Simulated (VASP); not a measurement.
# InAs (F-43m) in VASP: further runs

The runs below take InAs through single point, relaxation of the atoms, with PBE.

All numbers are computed with VASP 6.6.1; they aren't measurements. Logs are shortened: lines on timing, memory, paths and dates and some standing lists are left out, and cuts for length are marked.

### 1 The cell of the first run

The structure is cubic, space group F-43m (No. 216). The conventional cell has a = 6.036 Å, b = 6.036 Å, c = 6.036 Å, α = 90.00°, β = 90.00°, γ = 90.00°. Within 3.4 Å of In (site symmetry -43m) lie 4 As at 2.61 Å. As (site symmetry -43m) has 4 In at 2.61 Å within 3.4 Å.

### 2 Single point, PBE

Input file INCAR:

```
SYSTEM = InAs
ALGO = Normal
EDIFF = 1E-6
ENCUT = 500
GGA = PE
GGA_COMPAT = .False.
ISIF = 2
ISMEAR = -1
LASPH = .True.
LCHARG = .False.
LREAL = .False.
LWAVE = .False.
NBANDS = 16
NELM = 120
PREC = Accurate
SIGMA = 0.02
```

Input file KPOINTS:

```
k-points
0
Gamma
  8 8 8
  0 0 0
```

Input file POSCAR:

```
InAs
1.0
    0.0000000000      3.0180000000      3.0180000000
    3.0180000000      0.0000000000      3.0180000000
    3.0180000000      3.0180000000      0.0000000000
In As
1 1
Direct
    0.0000000000      0.0000000000      0.0000000000
    0.2500000000      0.2500000000      0.2500000000
```

Potentials or basis: VASP PAW PBE potentials, release 64 (In_d, As).

Started as:

```sh
> cat potpaw_PBE.64/In_d/POTCAR potpaw_PBE.64/As/POTCAR > POTCAR
> mpirun -np 1 vasp_std > vasp.out
```

OUTCAR:

```text
SYSTEM = InAs
   EDIFF = 1E-6
   ENCUT = 500
   GGA = PE
   ISIF = 2
   ISMEAR = -1
   LASPH = .True.
   LREAL = .False.
   NELM = 120
   PREC = Accurate

 ion  position               nearest neighbor table
   1  0.000  0.000  0.000-   2 2.61   2 2.61   2 2.61   2 2.61
   2  0.250  0.250  0.250-   1 2.61   1 2.61   1 2.61   1 2.61

  LATTYP: Found a face centered cubic cell.
 ALAT       =     6.0360000000

  Lattice vectors:

 A1 = (   0.0000000000,   3.0180000000,   3.0180000000)
 A2 = (   3.0180000000,   0.0000000000,   3.0180000000)
 A3 = (   3.0180000000,   3.0180000000,   0.0000000000)

Analysis of symmetry for initial positions (statically):
=====================================================================
 Subroutine PRICEL returns:
 Original cell was already a primitive cell.

 Routine SETGRP: Setting up the symmetry group for a
 face centered cubic supercell.

 Subroutine GETGRP returns: Found 24 space group operations
 (whereof 24 operations were pure point group operations)
 out of a pool of 48 trial point group operations.

The static configuration has the point symmetry T_d .

Analysis of symmetry for dynamics (positions and initial velocities):
=====================================================================
 Subroutine PRICEL returns:
 Original cell was already a primitive cell.

 Routine SETGRP: Setting up the symmetry group for a
 face centered cubic supercell.

 Subroutine GETGRP returns: Found 24 space group operations
 (whereof 24 operations were pure point group operations)
 out of a pool of 48 trial point group operations.

The dynamic configuration has the point symmetry T_d .

 Subroutine INISYM returns: Found 24 space group operations
 (whereof 24 operations are pure point group operations),
 and found     1 'primitive' translations

----------------------------------------------------------------------------------------

                                     Primitive cell

  volume of cell :      54.9778

  direct lattice vectors                    reciprocal lattice vectors
     0.000000000  3.018000000  3.018000000    -0.165672631  0.165672631  0.165672631
     3.018000000  0.000000000  3.018000000     0.165672631 -0.165672631  0.165672631
     3.018000000  3.018000000  0.000000000     0.165672631  0.165672631 -0.165672631

  length of vectors
     4.268096531  4.268096531  4.268096531     0.286953414  0.286953414  0.286953414

  position of ions in fractional coordinates (direct lattice)
     0.000000000  0.000000000  0.000000000
     0.250000000  0.250000000  0.250000000

  ion indices of the primitive-cell ions
   primitive index   ion index
                 1           1
                 2           2

----------------------------------------------------------------------------------------

 KPOINTS: k-points

Automatic generation of k-mesh.
 Grid dimensions read from file:
 generate k-points for:    8    8    8

 Generating k-lattice:

  Cartesian coordinates                     Fractional coordinates (reciprocal lattice)
    -0.020709079  0.020709079  0.020709079     0.125000000  0.000000000  0.000000000
     0.020709079 -0.020709079  0.020709079     0.000000000  0.125000000  0.000000000
     0.020709079  0.020709079 -0.020709079     0.000000000  0.000000000  0.125000000

  Length of vectors
     0.035869177  0.035869177  0.035869177

  Shift w.r.t. Gamma in fractional coordinates (k-lattice)
     0.000000000  0.000000000  0.000000000

 Subroutine IBZKPT returns following result:
 ===========================================

 Found     29 irreducible k-points:

 Following reciprocal coordinates:
            Coordinates               Weight
  0.000000  0.000000  0.000000      1.000000
  0.125000  0.000000  0.000000      8.000000
  0.250000  0.000000  0.000000      8.000000
  0.375000  0.000000  0.000000      8.000000
  0.500000  0.000000  0.000000      4.000000
  0.125000  0.125000  0.000000      6.000000
[... 16 lines left out ...]
  0.500000  0.250000  0.125000     48.000000
 -0.375000  0.250000  0.125000     24.000000
 [... further k-points ...]
   k-points           NKPTS =     29   k-points in BZ     NKDIM =     29   number of bands    NBANDS=     16
   number of dos      NEDOS =    301   number of ions     NIONS =      2
   total plane-waves  NPLWV =  32768
   dimension x,y,z NGX =    32 NGY =   32 NGZ =   32
   dimension x,y,z NGXF=    64 NGYF=   64 NGZF=   64
   ions per type =               1   1
   NGX,Y,Z   is equivalent  to a cutoff of  12.46, 12.46, 12.46 a.u.
   NGXF,Y,Z  is equivalent  to a cutoff of  24.93, 24.93, 24.93 a.u.
 SYSTEM =  InAs
   PREC   = accura    normal or accurate (medium, high low for compatibility)
   ISTART =      0    job   : 0-new  1-cont  2-samecut
   ICHARG =      2    charge: 1-file 2-atom 10-const
   ISPIN  =      1    spin polarized calculation?
   LNONCOLLINEAR =      F non collinear calculations
   LSORBIT =      F    spin-orbit coupling
   LASPH  =      T    aspherical Exc in radial PAW
   ENCUT  =  500.0 eV  36.75 Ry    6.06 a.u.   7.78  7.78  7.78*2*pi/ulx,y,z
   NELM   =    120;   NELMIN=  2; NELMDL= -5     # of ELM steps
   EDIFF  = 0.1E-05   stopping-criterion for ELM
   LREAL  =      F    real-space projection
   EDIFFG = 0.1E-04   stopping-criterion for IOM
   NSW    =      0    number of steps for IOM
   IBRION =     -1    ionic relax: 0-MD 1-quasi-New 2-CG
   NFREE  =      0    steps in history (QN), initial steepest desc. (CG)
   ISIF   =      2    stress and relaxation
   ISYM   =      2    0-nonsym 1-usesym 2-fastsym
   POTIM  = 0.5000    time-step for ionic-motion
   TEBEG  =    0.0;   TEEND  =   0.0 temperature during run
   PSTRESS=    0.0 pullay stress
   NELECT =      18.0000    total number of electrons
   NUPDOWN=      -1.0000    fix difference up-down
   EMIN   =  10.00;   EMAX   =-10.00  energy-range for DOS
   EFERMI =   0.00;   METHOD = LEGACY
   ISMEAR =    -1;   SIGMA  =   0.02  broadening in eV -4-tet -1-fermi 0-gaus
   EFERMI_NEDOS =   21; number of points for ismear=-14 and -15
   IALGO  =     38    algorithm
   IMIX   =      4    mixing-type and parameters
     AMIX     =   0.40;   BMIX     =  1.00
     AMIX_MAG =   1.60;   BMIX_MAG =  1.00
  volume/ion in A,a.u.               =      27.49       185.50
  Fermi-wavevector in a.u.,A,eV,Ry     =   1.128331  2.132236 17.321990  1.273130
  Thomas-Fermi vector in A             =   2.265020
   LORBIT       =      0    0 simple, 1 ext, 2 COOP (PROOUT), +10 PAW based schemes
   GGA     = PE    functional components
   LHFCALC =     F    Hartree Fock is set to
   AEXX    =    0.0000 exact exchange contribution
   IVDW    =     0    specifies the selected vdW correction
   LEPSILON=     F    determine dielectric tensor
   LRPA    =     F    only Hartree local field effects (RPA)
 non-spin polarized calculation
  energy-cutoff  :      500.00
  volume of cell :       54.98
 maximum number of plane-waves:      1411
   NGX = 15   NGY = 15   NGZ = 15

 number of electron      17.9999991 magnetization

 Free energy of the ion-electron system (eV)
  ---------------------------------------------------
  ext. energy  EPLUGINS =         0.00000000
  ---------------------------------------------------
  free energy    TOTEN  =        -7.66140735 eV

  energy without entropy =       -7.66125764  energy(sigma->0) =       -7.66133250

 E-fermi :   4.5777     XC(G=0):  -9.1170

 val. band max:        4.5637983339   @ k =   0.0000   0.0000   0.0000
 cond. band min:       5.5323960395   @ k =   0.5000   0.0000   0.0000
 fundamental gap:      0.9685977056
 Fermi energy:         4.5776801923

 k-point     1 :       0.0000    0.0000    0.0000
  band No.  band energies     occupation
      1      -9.8399      2.00000
      2      -9.8399      2.00000
      3      -9.8399      2.00000
      4      -9.7118      2.00000
      5      -9.7118      2.00000
      6      -7.3330      2.00000
[... 8 lines left out ...]
     15      14.2589      0.00000
     16      14.2589      0.00000

 k-point     2 :       0.1250    0.0000    0.0000
  band No.  band energies     occupation
      1      -9.8604      2.00000
      2      -9.8339      2.00000
      3      -9.8339      2.00000
      4      -9.7119      2.00000
      5      -9.7119      2.00000
      6      -7.1699      2.00000
[... 8 lines left out ...]
     15      13.3758      0.00000
     16      13.3758      0.00000

 k-point     3 :       0.2500    0.0000    0.0000
  band No.  band energies     occupation
      1      -9.9067      2.00000
      2      -9.8211      2.00000
      3      -9.8211      2.00000
      4      -9.7106      2.00000
      5      -9.7106      2.00000
      6      -6.7231      2.00000
[... 8 lines left out ...]
     15      13.1337      0.00000
     16      13.1337      0.00000

 k-point     4 :       0.3750    0.0000    0.0000
  band No.  band energies     occupation
      1      -9.9491      2.00000
      2      -9.8110      2.00000
      3      -9.8110      2.00000
      4      -9.7063      2.00000
      5      -9.7063      2.00000
      6      -6.1513      2.00000
[... 8 lines left out ...]
     15      14.0840      0.00000
     16      14.0840      0.00000
[... 324 lines left out ...]
 k-point    22 :       0.3750    0.2500    0.1250
  band No.  band energies     occupation
      1      -9.9448      2.00000
      2      -9.8054      2.00000
      3      -9.8006      2.00000
      4      -9.7238      2.00000
      5      -9.7020      2.00000
      6      -6.3576      2.00000
[... 8 lines left out ...]
     15      14.7185      0.00000
     16      15.3989      0.00000

 k-point    23 :       0.5000    0.2500    0.1250
  band No.  band energies     occupation
      1      -9.9720      2.00000
      2      -9.7998      2.00000
      3      -9.7893      2.00000
      4      -9.7213      2.00000
      5      -9.7021      2.00000
      6      -5.8446      2.00000
[... 8 lines left out ...]
     15      14.8986      0.00000
     16      15.7082      0.00000

 k-point    24 :      -0.3750    0.2500    0.1250
  band No.  band energies     occupation
      1      -9.9823      2.00000
      2      -9.7989      2.00000
      3      -9.7852      2.00000
      4      -9.7170      2.00000
      5      -9.7042      2.00000
      6      -5.5769      2.00000
[... 8 lines left out ...]
     15      14.9909      0.00000
     16      15.7164      0.00000

 [... further k-points ...]

------------------------ aborting loop because EDIFF is reached ----------------------------------------

  FORCE on cell =-STRESS in cart. coord.  units (eV):
  Direction    XX          YY          ZZ          XY          YZ          ZX
  --------------------------------------------------------------------------------------
  -------------------------------------------------------------------------------------
  Total        1.4961640      1.4961640      1.4961640      0.0000000      0.0000000     -0.0000000
  in kB       43.6015660     43.6015660     43.6015660      0.0000000      0.0000000     -0.0000000
  external PRESSURE =      43.6015660 kB  Pullay stress =       0.0000000 kB

 VOLUME and BASIS-vectors are now :
 -----------------------------------------------------------------------------
  energy-cutoff  :      500.00
  volume of cell :       54.98
      direct lattice vectors                 reciprocal lattice vectors
     0.000000000  3.018000000  3.018000000    -0.165672631  0.165672631  0.165672631
     3.018000000  0.000000000  3.018000000     0.165672631 -0.165672631  0.165672631
     3.018000000  3.018000000  0.000000000     0.165672631  0.165672631 -0.165672631

 POSITION                                       TOTAL-FORCE (eV/Angst)
 -----------------------------------------------------------------------------------
      0.00000      0.00000      0.00000        -0.000000      0.000000      0.000000
      1.50900      1.50900      1.50900         0.000000     -0.000000     -0.000000
 -----------------------------------------------------------------------------------
    total drift:                               -0.000000     -0.000000     -0.000000

  FREE ENERGIE OF THE ION-ELECTRON SYSTEM (eV)
  ---------------------------------------------------
  free  energy   TOTEN  =        -7.6614073503 eV

  energy  without entropy=       -7.6612576427  energy(sigma->0) =       -7.66133250
```

Wall time 26 s (1 thread of AMD EPYC 7R43 (Zen 3), shared host); peak memory 0.15 GiB.

Results:

* Free energy: -7.6614 eV
* Pressure: 4.4 GPa
* Band gap on the k mesh: zero (filled and empty bands touch)

Caveat: the cell stands under pressure; semilocal functionals underestimate gaps, and a narrow one can read as zero; spin-orbit coupling is left out, which moves the levels of the heavy elements.

### 3 Relaxation of the atoms, PBE

Input file INCAR:

```
SYSTEM = InAs
ALGO = Normal
EDIFF = 1E-7
EDIFFG = -0.02
ENCUT = 450
GGA = PE
GGA_COMPAT = .False.
IBRION = 2
ISIF = 2
ISMEAR = -1
LASPH = .True.
LCHARG = .False.
LREAL = .False.
LWAVE = .False.
NELM = 120
NELMIN = 4
NSW = 80
PREC = Accurate
SIGMA = 0.02
```

KPOINTS is that of step 2.

POSCAR is that of step 2.

Potentials or basis: VASP PAW PBE potentials, release 64 (In_d, As).

Started as:

```sh
> cat potpaw_PBE.64/In_d/POTCAR potpaw_PBE.64/As/POTCAR > POTCAR
> mpirun -np 1 vasp_std > vasp.out
```

Wall time 28 s (1 thread of AMD EPYC 7R43 (Zen 3), shared host); peak memory 0.13 GiB.

The run converged. Its results:

```
Free energy             : -7.6617 eV
Pressure after relaxing : 4.4 GPa
Band gap on the k mesh  : zero (filled and empty bands touch)
```

Final structure:
```cif
data_structure
_symmetry_space_group_name_H-M 'P 1'
_symmetry_Int_Tables_number 1
_cell_length_a 4.2681
_cell_length_b 4.2681
_cell_length_c 4.2681
_cell_angle_alpha 60.000
_cell_angle_beta 60.000
_cell_angle_gamma 60.000
_cell_volume 54.98
loop_
_atom_site_label
_atom_site_type_symbol
_atom_site_fract_x
_atom_site_fract_y
_atom_site_fract_z
_atom_site_occupancy
In1 In 0.00000 0.00000 0.00000 1
As1 As 0.25000 0.25000 0.25000 1
```

Levels at points of the mesh, in eV from the Fermi level:
| k point | band 5 | band 6 | band 7 | band 8 | band 9 | band 10 | band 11 | band 12 | band 13 |
| --- | --- | --- | --- | --- | --- | --- | --- | --- | --- |
| (0.00, 0.00, 0.00) | -14.29 | -11.91 | -0.18 | -0.01 | -0.01 | -0.01 | 3.90 | 3.90 | 3.90 |
| (0.50, 0.00, 0.00) | -14.28 | -10.42 | -5.81 | -1.01 | -1.01 | 0.95 | 4.67 | 4.67 | 6.85 |
| (0.50, 0.50, 0.00) | -14.27 | -9.88 | -5.87 | -2.35 | -2.35 | 1.52 | 2.05 | 9.21 | 9.30 |

Caveat: the relaxation stopped at its first step, so nothing moved; semilocal functionals underestimate gaps, and a narrow one can read as zero; spin-orbit coupling is left out, which moves the levels of the heavy elements.

The gap in the log of VASP goes by the Fermi energy; the results here count the filled bands.